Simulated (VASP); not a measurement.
Runs of VASP 6.6.1 on BaS. The structure is that of space group Pm-3m (No. 221), or close to it. The cells are those of the table. 

```csv
level,cell,k mesh,smearing,grid for exact exchange (PRECFOCK),share of exact exchange,screening parameter,gap on the mesh (eV),pressure (GPa)
r2SCAN,"a = 3.722, b = 3.722, c = 3.861 Å, 2 atoms",6 × 6 × 6,gaussian 0.01 eV,-,-,-,1.59,4.1
HSE06,"a = 3.966, b = 3.834, c = 3.834 Å, 2 atoms",4 × 4 × 4,gaussian 0.01 eV,Normal,0.25,0.2079 1/Å,2.27,-1.1
HSE06,"a = 3.722, b = 3.722, c = 3.861 Å, 2 atoms",4 × 4 × 4,gaussian 0.01 eV,Normal,0.25,0.2079 1/Å,2.11,(b)
PBE,"a = 3.722, b = 3.722, c = 3.861 Å, 2 atoms",6 × 6 × 6,fermi-dirac 0.02 eV,-,-,-,(a),4.1
HSE06,"a = 3.930 Å, 2 atoms",4 × 4 × 4,gaussian 0.01 eV,Normal,0.25,0.2079 1/Å,2.44,-2.7
```

Alike in all rows: task single point; potentials or basis VASP PAW PBE potentials, release 64 (Ba_sv, S); no spin polarisation; cutoff (eV) 520.

**Question.** Estimate the missing entries.

**Answer.** (a) 1.22; (b) 3.4.

Caveats: some runs use coarse meshes; the structure was generated, so it needn't be the stable form of BaS; spin-orbit coupling is left out, which moves the levels of the heavy elements; the PAW data sets were made with another functional, which shifts forces and pressure a little (at least some runs); the cell stands under pressure (at least some runs).

A k mesh can miss the band edges, and the runs leave out spin-orbit coupling on Ba.
